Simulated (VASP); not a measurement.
**Ta: single point with PBEsol**

Ta:

```
CELL_PARAMETERS angstrom
2.70810 0.00000 0.00000
0.00000 2.70810 0.00000
0.00000 0.00000 2.70810
ATOMIC_POSITIONS crystal
Ta 0.00000 0.00000 0.00000
```

```
Program                : VASP 6.6.1
Task                   : single point
Functional             : PBEsol
Potentials or basis    : VASP PAW PBE potentials, release 64 (Ta_pv)
Cutoff                 : 520 eV
k mesh                 : 14 × 14 × 14
Occupations            : fermi-dirac, width 0.05 eV
Spin                   : no spin polarisation
Dipole correction      : no
Further INCAR settings : ALGO = Normal; EDIFF = 1e-06; NBANDS = 12
```

```
Pressure : 0.2 GPa
```

Levels at points of the mesh, in eV from the Fermi level:
```tsv
k point	band 2	band 3	band 4	band 5	band 6	band 7	band 8	band 9	band 10	band 11
(0.00, 0.00, 0.00)	-33.28	-33.28	-7.42	-2.74	-2.74	6.37	6.37	6.37	14.39	14.84
(0.50, 0.00, 0.00)	-33.16	-33.16	-3.85	-1.74	0.05	2.44	2.44	6.80	10.49	14.21
(0.50, 0.50, 0.00)	-34.42	-33.04	-4.18	-1.45	3.26	3.26	5.33	5.33	9.06	14.26
(0.50, 0.50, 0.50)	-34.25	-34.25	-2.47	-2.47	-2.47	7.60	9.36	9.36	11.94	11.94
```

Run time: 18 s on 1 thread of Intel(R) Xeon(R) Platinum 8488C (Sapphire Rapids), with other jobs on the host, peak memory 0.14 GiB.

Caveat: the PAW data sets were made with another functional, which shifts forces and pressure a little; spin-orbit coupling is left out, which moves the levels of the heavy elements.
